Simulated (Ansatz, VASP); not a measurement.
**Two plane-wave programs on PbSe**

```
CELL_PARAMETERS angstrom
0.00000 3.10398 3.10398
3.10398 0.00000 3.10398
3.10398 3.10398 0.00000
ATOMIC_POSITIONS crystal
Pb 0.50000 0.50000 0.50000
Se 0.00000 0.00000 0.00000
```

Alike in both runs: task single point; functional PBE; k mesh 10 × 10 × 10; occupations gaussian, width 0.05 eV; non-collinear spin, spin-orbit coupling.

```csv
,VASP,Ansatz
version,VASP 6.6.1,Ansatz 0.2.0
potentials or method,"VASP PAW PBE potentials, release 64 (Pb_d, Se), cutoff 520 eV","plane waves, PAW"
valence electrons in the cell,20,30
```

|  | VASP | Ansatz | Ansatz less VASP |
| --- | --- | --- | --- |
| pressure (GPa) | 0.1 | 0.0 | -0.11 |
| net moment per atom (μB) | 0.00 | 0.00 | 0.000 |

The functional is the same, so the differences come from potentials, cutoffs and numerics. VASP's potentials hold 20 valence electrons a cell and Ansatz's 30, so a difference there can come from the potentials and not from the codes. Ansatz's warnings: stress scf threshold loose.
